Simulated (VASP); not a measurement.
# ScF3 in VASP: a series of runs, part 2 of 2

VASP 6.6.1.

## Step 4: Single point, LDA (volume scaled by 0.96)

File INCAR:

```
SYSTEM = ScF3
PREC     = Accurate       ! precision mode
ENCUT    = 520            ! plane-wave cutoff, eV
EDIFF    = 1E-7           ! SCF threshold, eV
ISMEAR   = -1             ! smearing method
SIGMA    = 0.02           ! smearing width, eV
LREAL    = .FALSE.        ! projectors in reciprocal space
LASPH    = .TRUE.         ! aspherical terms in the spheres
NELM     = 100            ! most SCF steps
ALGO     = Normal         ! electronic algorithm
ISIF     = 2              ! what is computed and relaxed
LWAVE    = .FALSE.        ! write WAVECAR
LCHARG   = .FALSE.        ! write CHGCAR
NBANDS   = 24             ! bands
```

File KPOINTS:

```
regular mesh
0
G
  6 6 6
  0 0 0
```

File POSCAR:

```
ScF3
1.0
    3.9582210551      0.0000000000      0.0000000000
    0.0000000000      3.9582210551      0.0000000000
    0.0000000000      0.0000000000      3.9582210551
Sc F
1 3
Direct
    0.0000000000      0.0000000000      0.0000000000
    0.5000000000      0.0000000000      0.0000000000
    0.0000000000      0.5000000000      0.0000000000
    0.0000000000      0.0000000000      0.5000000000
```

Potentials or basis: VASP PAW LDA potentials, release 64 (Sc_sv, F).

The run is started by

```sh
cat potpaw_LDA.64/Sc_sv/POTCAR potpaw_LDA.64/F/POTCAR > POTCAR
mpirun -np 1 vasp_std > vasp.out
```

OUTCAR:

```text
SYSTEM = ScF3
   PREC = Accurate
   ENCUT = 520
   EDIFF = 1E-7
   ISMEAR = -1
   LREAL = .FALSE.
   LASPH = .TRUE.
   NELM = 100
   ISIF = 2

 ion  position               nearest neighbor table
   1  0.000  0.000  0.000-   2 1.98   3 1.98   4 1.98   4 1.98   3 1.98   2 1.98
   2  0.500  0.000  0.000-   1 1.98   1 1.98
   3  0.000  0.500  0.000-   1 1.98   1 1.98
   4  0.000  0.000  0.500-   1 1.98   1 1.98

  LATTYP: Found a simple cubic cell.
 ALAT       =     3.9582210551

  Lattice vectors:

 A1 = (   3.9582210551,   0.0000000000,   0.0000000000)
 A2 = (   0.0000000000,   3.9582210551,   0.0000000000)
 A3 = (   0.0000000000,   0.0000000000,   3.9582210551)

Analysis of symmetry for initial positions (statically):
=====================================================================
 Subroutine PRICEL returns:
 Original cell was already a primitive cell.

 Routine SETGRP: Setting up the symmetry group for a
 simple cubic supercell.

 Subroutine GETGRP returns: Found 48 space group operations
 (whereof 48 operations were pure point group operations)
 out of a pool of 48 trial point group operations.

The static configuration has the point symmetry O_h .

Analysis of symmetry for dynamics (positions and initial velocities):
=====================================================================
 Subroutine PRICEL returns:
 Original cell was already a primitive cell.

 Routine SETGRP: Setting up the symmetry group for a
 simple cubic supercell.

 Subroutine GETGRP returns: Found 48 space group operations
 (whereof 48 operations were pure point group operations)
 out of a pool of 48 trial point group operations.

The dynamic configuration has the point symmetry O_h .

 Subroutine INISYM returns: Found 48 space group operations
 (whereof 48 operations are pure point group operations),
 and found     1 'primitive' translations

----------------------------------------------------------------------------------------

                                     Primitive cell

  volume of cell :      62.0155

  direct lattice vectors                    reciprocal lattice vectors
     3.958221055  0.000000000  0.000000000     0.252638745  0.000000000  0.000000000
     0.000000000  3.958221055  0.000000000     0.000000000  0.252638745  0.000000000
     0.000000000  0.000000000  3.958221055     0.000000000  0.000000000  0.252638745

  length of vectors
     3.958221055  3.958221055  3.958221055     0.252638745  0.252638745  0.252638745

  position of ions in fractional coordinates (direct lattice)
     0.000000000  0.000000000  0.000000000
     0.500000000  0.000000000  0.000000000
     0.000000000  0.500000000  0.000000000
     0.000000000  0.000000000  0.500000000

  ion indices of the primitive-cell ions
   primitive index   ion index
                 1           1
                 2           2
                 3           3
                 4           4

----------------------------------------------------------------------------------------

 KPOINTS: regular mesh

Automatic generation of k-mesh.
 Grid dimensions read from file:
 generate k-points for:    6    6    6

 Generating k-lattice:

  Cartesian coordinates                     Fractional coordinates (reciprocal lattice)
     0.042106458  0.000000000  0.000000000     0.166666667  0.000000000  0.000000000
     0.000000000  0.042106458  0.000000000     0.000000000  0.166666667  0.000000000
     0.000000000  0.000000000  0.042106458     0.000000000  0.000000000  0.166666667

  Length of vectors
     0.042106458  0.042106458  0.042106458

  Shift w.r.t. Gamma in fractional coordinates (k-lattice)
     0.000000000  0.000000000  0.000000000

 Subroutine IBZKPT returns following result:
 ===========================================

 Found     20 irreducible k-points:

 Following reciprocal coordinates:
            Coordinates               Weight
  0.000000  0.000000  0.000000      1.000000
  0.166667  0.000000  0.000000      6.000000
  0.333333  0.000000  0.000000      6.000000
  0.500000  0.000000  0.000000      3.000000
  0.166667  0.166667  0.000000     12.000000
  0.333333  0.166667  0.000000     24.000000
[... 12 lines left out ...]
  0.500000  0.500000  0.333333      6.000000
  0.500000  0.500000  0.500000      1.000000
   k-points           NKPTS =     20   k-points in BZ     NKDIM =     20   number of bands    NBANDS=     24
   number of dos      NEDOS =    301   number of ions     NIONS =      4
   total plane-waves  NPLWV =  27000
   dimension x,y,z NGX =    30 NGY =   30 NGZ =   30
   dimension x,y,z NGXF=    60 NGYF=   60 NGZF=   60
   ions per type =               1   3
   NGX,Y,Z   is equivalent  to a cutoff of  12.60, 12.60, 12.60 a.u.
   NGXF,Y,Z  is equivalent  to a cutoff of  25.20, 25.20, 25.20 a.u.
 SYSTEM =  ScF3
   PREC   = accura    normal or accurate (medium, high low for compatibility)
   ISTART =      0    job   : 0-new  1-cont  2-samecut
   ICHARG =      2    charge: 1-file 2-atom 10-const
   ISPIN  =      1    spin polarized calculation?
   LNONCOLLINEAR =      F non collinear calculations
   LSORBIT =      F    spin-orbit coupling
   LASPH  =      T    aspherical Exc in radial PAW
   ENCUT  =  520.0 eV  38.22 Ry    6.18 a.u.   7.36  7.36  7.36*2*pi/ulx,y,z
   NELM   =    100;   NELMIN=  2; NELMDL= -5     # of ELM steps
   EDIFF  = 0.1E-06   stopping-criterion for ELM
   LREAL  =      F    real-space projection
   EDIFFG = 0.1E-05   stopping-criterion for IOM
   NSW    =      0    number of steps for IOM
   IBRION =     -1    ionic relax: 0-MD 1-quasi-New 2-CG
   NFREE  =      0    steps in history (QN), initial steepest desc. (CG)
   ISIF   =      2    stress and relaxation
   ISYM   =      2    0-nonsym 1-usesym 2-fastsym
   POTIM  = 0.5000    time-step for ionic-motion
   TEBEG  =    0.0;   TEEND  =   0.0 temperature during run
   PSTRESS=    0.0 pullay stress
   NELECT =      32.0000    total number of electrons
   NUPDOWN=      -1.0000    fix difference up-down
   EMIN   =  10.00;   EMAX   =-10.00  energy-range for DOS
   EFERMI =   0.00;   METHOD = LEGACY
   ISMEAR =    -1;   SIGMA  =   0.02  broadening in eV -4-tet -1-fermi 0-gaus
   EFERMI_NEDOS =   21; number of points for ismear=-14 and -15
   IALGO  =     38    algorithm
   IMIX   =      4    mixing-type and parameters
     AMIX     =   0.40;   BMIX     =  1.00
     AMIX_MAG =   1.60;   BMIX_MAG =  1.00
  volume/ion in A,a.u.               =      15.50       104.63
  Fermi-wavevector in a.u.,A,eV,Ry     =   1.313081  2.481363 23.458909  1.724181
  Thomas-Fermi vector in A             =   2.443428
   LORBIT       =      0    0 simple, 1 ext, 2 COOP (PROOUT), +10 PAW based schemes
   GGA     = CA    functional components
   LHFCALC =     F    Hartree Fock is set to
   AEXX    =    0.0000 exact exchange contribution
   IVDW    =     0    specifies the selected vdW correction
   LEPSILON=     F    determine dielectric tensor
   LRPA    =     F    only Hartree local field effects (RPA)
 non-spin polarized calculation
  energy-cutoff  :      520.00
  volume of cell :       62.02
 maximum number of plane-waves:      1743
 NGX is ok and might be reduce to    30
   NGX = 15   NGY = 15   NGZ = 15

 number of electron      31.9999968 magnetization

 Free energy of the ion-electron system (eV)
  ---------------------------------------------------
  ext. energy  EPLUGINS =         0.00000000
  ---------------------------------------------------
  free energy    TOTEN  =       -29.57802040 eV

  energy without entropy =      -29.57802040  energy(sigma->0) =      -29.57802040

 E-fermi :  -3.1041     XC(G=0):  -9.0565

 val. band max:       -3.6729015507   @ k =   0.5000   0.5000   0.5000
 cond. band min:       2.7161490703   @ k =   0.0000   0.0000   0.0000
 fundamental gap:      6.3890506210
 Fermi energy:        -3.1041061971

 k-point     1 :       0.0000    0.0000    0.0000
  band No.  band energies     occupation
      1     -48.6754      2.00000
      2     -27.7545      2.00000
      3     -27.7545      2.00000
      4     -27.7545      2.00000
      5     -23.4122      2.00000
      6     -23.1255      2.00000
[... 16 lines left out ...]
     23      12.3675      0.00000
     24      12.3675      0.00000
[... 490 lines left out ...]
      2     -28.2787      2.00000
      3     -28.2787      2.00000
      4     -28.2787      2.00000
      5     -22.1223      2.00000
      6     -22.1223      2.00000
[... 16 lines left out ...]
     23      11.6377      0.00000
     24      11.6412      0.00000

------------------------ aborting loop because EDIFF is reached ----------------------------------------

  FORCE on cell =-STRESS in cart. coord.  units (eV):
  Direction    XX          YY          ZZ          XY          YZ          ZX
  --------------------------------------------------------------------------------------
  -------------------------------------------------------------------------------------
  Total        0.7834964      0.7834964      0.7834964      0.0000000      0.0000000     -0.0000000
  in kB       20.2417210     20.2417210     20.2417210      0.0000000      0.0000000     -0.0000000
  external PRESSURE =      20.2417210 kB  Pullay stress =       0.0000000 kB

 VOLUME and BASIS-vectors are now :
 -----------------------------------------------------------------------------
  energy-cutoff  :      520.00
  volume of cell :       62.02
      direct lattice vectors                 reciprocal lattice vectors
     3.958221055  0.000000000  0.000000000     0.252638745  0.000000000  0.000000000
     0.000000000  3.958221055  0.000000000     0.000000000  0.252638745  0.000000000
     0.000000000  0.000000000  3.958221055     0.000000000  0.000000000  0.252638745

 POSITION                                       TOTAL-FORCE (eV/Angst)
 -----------------------------------------------------------------------------------
      0.00000      0.00000      0.00000         0.000000      0.000000      0.000000
      1.97911      0.00000      0.00000         0.000000      0.000000      0.000000
      0.00000      1.97911      0.00000         0.000000      0.000000      0.000000
      0.00000      0.00000      1.97911         0.000000      0.000000      0.000000
 -----------------------------------------------------------------------------------
    total drift:                                0.000000      0.000000      0.000000

  FREE ENERGIE OF THE ION-ELECTRON SYSTEM (eV)
  ---------------------------------------------------
  free  energy   TOTEN  =       -29.5780203981 eV

  energy  without entropy=      -29.5780203981  energy(sigma->0) =      -29.57802040
```

It took 18 s on 1 thread of AMD EPYC 7R13 (Zen 3), shared host; peak memory 0.13 GiB.

Results:

```yaml
Free_energy: -29.5780 eV
Pressure: 2.0 GPa
Band_gap_on_the_k_mesh: 6.39 eV, indirect (least direct gap 6.92 eV)
```

Levels at points of the mesh, in eV from the valence-band top:
```
           k point  band 12  band 13  band 14  band 15  band 16  band 17  band 18  band 19  band 20  band 21
(0.00, 0.00, 0.00)    -0.63    -0.63    -0.53    -0.53    -0.53     6.39     6.39     6.39     7.70     8.34
(0.50, 0.00, 0.00)    -1.26    -1.26    -0.76    -0.56    -0.56     6.44     7.39     7.39     8.37     9.59
(0.50, 0.50, 0.00)    -1.23    -1.23    -1.02    -1.02    -0.01     7.43     7.43     8.13     9.07    11.30
(0.50, 0.50, 0.50)    -2.46    -2.46     0.00     0.00     0.00     8.19     8.19     8.19    11.31    11.31
```

 A k mesh can miss the band edges.

## Step 5: Single point, LDA (volume scaled by 0.99)

File INCAR:

```
SYSTEM = ScF3
PREC = Accurate
ENCUT = 520
EDIFF = 1E-6
ISMEAR = -1
SIGMA = 0.02
LREAL = .FALSE.
LASPH = .TRUE.
NELM = 60
ALGO = Normal
ISIF = 2
LWAVE = .FALSE.
LCHARG = .FALSE.
NBANDS = 24
```

File KPOINTS:

```
Automatic mesh
0
G
  6 6 6
  0 0 0
```

File POSCAR:

```
ScF3
1.0
    3.9990303345      0.0000000000      0.0000000000
    0.0000000000      3.9990303345      0.0000000000
    0.0000000000      0.0000000000      3.9990303345
Sc F
1 3
Direct
    0.0000000000      0.0000000000      0.0000000000
    0.5000000000      0.0000000000      0.0000000000
    0.0000000000      0.5000000000      0.0000000000
    0.0000000000      0.0000000000      0.5000000000
```

Potentials or basis: VASP PAW LDA potentials, release 64 (Sc_sv, F).

The run is started by

```sh
cat potpaw_LDA.64/Sc_sv/POTCAR potpaw_LDA.64/F/POTCAR > POTCAR
mpirun -np 1 vasp_std > vasp.out
```

OUTCAR:

```text
SYSTEM = ScF3
   PREC = Accurate
   ENCUT = 520
   EDIFF = 1E-6
   ISMEAR = -1
   LREAL = .FALSE.
   LASPH = .TRUE.
   NELM = 60
   ISIF = 2

 ion  position               nearest neighbor table
   1  0.000  0.000  0.000-   2 2.00   3 2.00   4 2.00   4 2.00   3 2.00   2 2.00
   2  0.500  0.000  0.000-   1 2.00   1 2.00
   3  0.000  0.500  0.000-   1 2.00   1 2.00
   4  0.000  0.000  0.500-   1 2.00   1 2.00

  LATTYP: Found a simple cubic cell.
 ALAT       =     3.9990303345

  Lattice vectors:

 A1 = (   3.9990303345,   0.0000000000,   0.0000000000)
 A2 = (   0.0000000000,   3.9990303345,   0.0000000000)
 A3 = (   0.0000000000,   0.0000000000,   3.9990303345)

Analysis of symmetry for initial positions (statically):
=====================================================================
 Subroutine PRICEL returns:
 Original cell was already a primitive cell.

 Routine SETGRP: Setting up the symmetry group for a
 simple cubic supercell.

 Subroutine GETGRP returns: Found 48 space group operations
 (whereof 48 operations were pure point group operations)
 out of a pool of 48 trial point group operations.
[... 161 lines left out ...]

 E-fermi :  -3.2051     XC(G=0):  -8.9179

 val. band max:       -3.8158083709   @ k =   0.5000   0.5000   0.5000
 cond. band min:       2.4196515335   @ k =   0.0000   0.0000   0.0000
 fundamental gap:      6.2354599044
 Fermi energy:        -3.2051402222

 k-point     1 :       0.0000    0.0000    0.0000
  band No.  band energies     occupation
      1     -49.0258      2.00000
      2     -28.0737      2.00000
      3     -28.0737      2.00000
      4     -28.0737      2.00000
      5     -23.4949      2.00000
      6     -23.2113      2.00000
[... 529 lines left out ...]
     23      11.2027      0.00000
     24      11.2029      0.00000

------------------------ aborting loop because EDIFF is reached ----------------------------------------

  FORCE on cell =-STRESS in cart. coord.  units (eV):
  Direction    XX          YY          ZZ          XY          YZ          ZX
  --------------------------------------------------------------------------------------
  -------------------------------------------------------------------------------------
  Total       -0.5300354     -0.5300354     -0.5300354      0.0000000      0.0000000     -0.0000000
  in kB      -13.2785726    -13.2785726    -13.2785726      0.0000000      0.0000000     -0.0000000
  external PRESSURE =     -13.2785726 kB  Pullay stress =       0.0000000 kB

 VOLUME and BASIS-vectors are now :
 -----------------------------------------------------------------------------
  energy-cutoff  :      520.00
  volume of cell :       63.95
      direct lattice vectors                 reciprocal lattice vectors
     3.999030335  0.000000000  0.000000000     0.250060619  0.000000000  0.000000000
     0.000000000  3.999030335  0.000000000     0.000000000  0.250060619  0.000000000
     0.000000000  0.000000000  3.999030335     0.000000000  0.000000000  0.250060619

 POSITION                                       TOTAL-FORCE (eV/Angst)
 -----------------------------------------------------------------------------------
      0.00000      0.00000      0.00000         0.000000      0.000000      0.000000
      1.99952      0.00000      0.00000         0.000000      0.000000      0.000000
      0.00000      1.99952      0.00000         0.000000      0.000000      0.000000
      0.00000      0.00000      1.99952         0.000000      0.000000      0.000000
 -----------------------------------------------------------------------------------
    total drift:                               -0.000000      0.000000      0.000000

  FREE ENERGIE OF THE ION-ELECTRON SYSTEM (eV)
  ---------------------------------------------------
  free  energy   TOTEN  =       -29.5854981173 eV

  energy  without entropy=      -29.5854981173  energy(sigma->0) =      -29.58549812
```

Wall time 17 s (1 thread of AMD EPYC 7R13 (Zen 3), shared host); peak memory 0.13 GiB.

Results:

| Item | Value |
| --- | --- |
| Free energy | -29.5855 eV |
| Pressure | -1.3 GPa |
| Band gap on the k mesh | 6.24 eV, indirect (least direct gap 6.77 eV) |

Levels at points of the mesh, in eV from the valence-band top:
```csv
k point,band 13,band 14,band 15,band 16,band 17,band 18,band 19,band 20
"(0.00, 0.00, 0.00)",-0.60,-0.53,-0.53,-0.53,6.24,6.24,6.24,7.63
"(0.50, 0.00, 0.00)",-1.20,-0.73,-0.55,-0.55,6.28,7.18,7.18,8.08
"(0.50, 0.50, 0.00)",-1.17,-0.98,-0.98,-0.01,7.22,7.22,7.88,8.74
"(0.50, 0.50, 0.50)",-2.35,0.00,0.00,0.00,7.93,7.93,7.93,10.91
```

 A k mesh can miss the band edges.

## Step 6: Summary

| cell | gap on the mesh (eV) | pressure (GPa) |
| --- | --- | --- |
| a = 4.012, b = 4.012, c = 4.053 Å, 4 atoms | 6.11 | -3.2 |
| a = 4.012, b = 4.012, c = 4.093 Å, 4 atoms | 6.04 | -4.1 |
| a = 3.958 Å, 4 atoms | 6.39 | 2.0 |
| a = 3.999 Å, 4 atoms | 6.24 | -1.3 |

Alike in all rows: task single point; level LDA; potentials or basis VASP PAW LDA potentials, release 64 (Sc_sv, F); no spin polarisation; k mesh 6 × 6 × 6; cutoff (eV) 520; smearing fermi-dirac 0.02 eV.

Total energies depend on the potentials used, so only differences within one code and one set of settings carry meaning.
